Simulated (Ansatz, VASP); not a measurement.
# Zn5O2: VASP beside Ansatz

```xyz
7
Lattice="3.1395 0.0000 0.0000 -1.5697 2.7188 0.0000 0.0000 0.0000 11.5916" Properties=species:S:1:pos:R:3 pbc="T T T"
Zn    0.0000    1.8126    5.6160
Zn    0.0000    0.0000    2.7945
Zn    1.5697    0.9063    0.0394
Zn    1.5697    0.9063    7.7565
Zn    0.0000    1.8126    9.7496
O     0.0000    0.0000    4.7434
O     1.5697    0.9063    1.9890
```

Alike in both runs: task single point; functional r2SCAN; k mesh 12 × 12 × 4; occupations gaussian, width 0.1 eV; no spin polarisation.

|  | VASP | Ansatz |
| --- | --- | --- |
| version | VASP 6.6.1 | Ansatz 0.2.0 |
| potentials or method | VASP PAW PBE potentials, release 64 (Zn, O), cutoff 520 eV | scalar-relativistic, plane waves, PAW |
| valence electrons in the cell | 72 | 72 |

```tsv
	VASP	Ansatz	Ansatz less VASP
gap on the k mesh at the Fermi level (eV)	none	none	-
pressure (GPa)	-4.2	-4.7	-0.50
traceless stress, the component that is largest in VASP (GPa)	0.01	-0.16	-0.165
rms of the force components (eV/Å)	0.049	0.055	+0.0061
```

VASP's potentials were made for PBE, not for r2SCAN. Atom by atom the forces differ by 0.008 eV/Å (rms over components). A gap of «none» marks a metal or a gap that the smearing closes.
